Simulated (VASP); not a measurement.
Runs of VASP 6.6.1 on KCl. The structure is that of space group Pm-3m (No. 221), or close to it. The cells are those of the table. 

| cell | gap on the mesh (eV) | pressure (GPa) |
| --- | --- | --- |
| a = 3.935, b = 3.935, c = 3.743 Å, 2 atoms | 4.10 | -3.4 |
| a = 4.031, b = 4.031, c = 3.935 Å, 2 atoms | 3.86 | -4.1 |
| a = 3.839, b = 3.839, c = 3.935 Å, 2 atoms | 4.23 | -3.4 |
| a = 3.935, b = 3.935, c = 4.031 Å, 2 atoms | 3.97 | -4.0 |
| a = 3.839, b = 3.839, c = 4.031 Å, 2 atoms | (a) | -3.6 |
| a = 3.743, b = 3.743, c = 3.935 Å, 2 atoms | (b) | -2.8 |
| a = 3.935, b = 3.935, c = 3.839 Å, 2 atoms | 4.10 | -3.6 |
| a = 4.031, b = 4.031, c = 3.839 Å, 2 atoms | 3.85 | (c) |

Alike in all rows: task single point; level LDA; potentials or basis VASP PAW LDA potentials, release 64 (K_sv, Cl); no spin polarisation; k mesh 6 × 6 × 6; cutoff (eV) 520; smearing gaussian 0.05 eV.

Task: Fill in the values left out.

Result: (a) 4.08; (b) 4.36; (c) -3.9.

Caveats: the cell stands under tension (at least some runs).

A k mesh can miss the band edges.
